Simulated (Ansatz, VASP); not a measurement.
**One calculation of Al4CoNi3, two programs**

The input INCAR:

```
PREC = Accurate
ENCUT = 520
EDIFF = 1E-6
ISMEAR = 0
SIGMA = 0.1
LREAL = False
LASPH = True
NELM = 150
ALGO = Normal
ISIF = 2
LWAVE = False
LCHARG = True
ISPIN = 2
MAGMOM = 0 0 0 0 0 0 0 0.82
LORBIT = 11
LMAXMIX = 4
LELF = True
LVHAR = True
NBANDS = 40
```

KPOINTS

```
regular mesh
0
Gamma
  10 10 10
```

Contents of POSCAR:

```
Al4CoNi3
1.0
   -2.8867732000      2.8867732000      2.8867732000
    2.8867732000     -2.8867732000      2.8867732000
    2.8867732000      2.8867732000     -2.8867732000
Al Ni Co
4 3 1
Direct
    0.0000000000      0.5000000000      0.0000000000
    0.5000000000      0.5000000000      0.5000000000
    0.0000000000      0.0000000000      0.5000000000
    0.5000000000      0.0000000000      0.0000000000
    0.5000000000      0.0000000000      0.5000000000
    0.5000000000      0.5000000000      0.0000000000
    0.0000000000      0.5000000000      0.5000000000
    0.0000000000      0.0000000000      0.0000000000
```

Input for Ansatz:

```yaml
crystal:
  lattice:
    - [-2.8867732, 2.8867732, 2.8867732]
    - [2.8867732, -2.8867732, 2.8867732]
    - [2.8867732, 2.8867732, -2.8867732]
  atoms:
    - { symbol: Al, position: [0.0, 0.5, 0.0] }
    - { symbol: Al, position: [0.5, 0.5, 0.5] }
    - { symbol: Al, position: [0.0, 0.0, 0.5] }
    - { symbol: Al, position: [0.5, 0.0, 0.0] }
    - { symbol: Ni, position: [0.5, 0.0, 0.5] }
    - { symbol: Ni, position: [0.5, 0.5, 0.0] }
    - { symbol: Ni, position: [0.0, 0.5, 0.5] }
    - { symbol: Co, position: [0.0, 0.0, 0.0], spin: 0.82 }
basis:
  ecutwfc: 420
kpoints:
  mp_grid: { grid: [10, 10, 10] }
  band_path:
    path:
      - [[0.0, 0.0, 0.0], [0.5, -0.5, 0.5], [0.0, 0.0, 0.5], [0.0, 0.0, 0.0], [0.25, 0.25, 0.25], [0.5, -0.5, 0.5]]
      - [[0.25, 0.25, 0.25], [0.0, 0.0, 0.5]]
    npoints: 14
hamiltonian:
  xc: lda
scf:
  occupations: { method: gaussian, width: 0.1 }
  n_extra_bands: 20
output:
  forces: true
  stress: true
  eigenvalues: true
  populations: true
  dos: { projected: true, de: 0.02, nscf_kmesh: { grid: [12, 12, 12] } }
  bader: true
  write_density: true
  write_potential: true
  elf: true
  volumetric_format: npy
magnetization:
  spin_polarized: true
```

Alike in both runs: task single point; functional LDA; k mesh 10 × 10 × 10; occupations gaussian, width 0.1 eV; collinear spin.

```csv
,VASP,Ansatz
version,VASP 6.6.1,Ansatz 0.2.0
potentials or method,"VASP PAW LDA potentials, release 64 (Al, Ni, Co), cutoff 520 eV","scalar-relativistic, plane waves, PAW"
valence electrons in the cell,51,83
```

|  | VASP | Ansatz | Ansatz less VASP |
| --- | --- | --- | --- |
| gap on the k mesh at the Fermi level (eV) | none | none | - |
| pressure (GPa) | -10.7 | -10.9 | -0.25 |
| net moment per atom (μB) | 0.00 | 0.00 | 0.000 |

LDA's correlation is that of Perdew and Zunger in VASP and of Perdew and Wang (1992) in Ansatz. A gap of «none» marks a metal or a gap that the smearing closes. VASP's potentials hold 51 valence electrons a cell and Ansatz's 83, so a difference there can come from the potentials and not from the codes. Ansatz's warnings: seeded moment not kept.
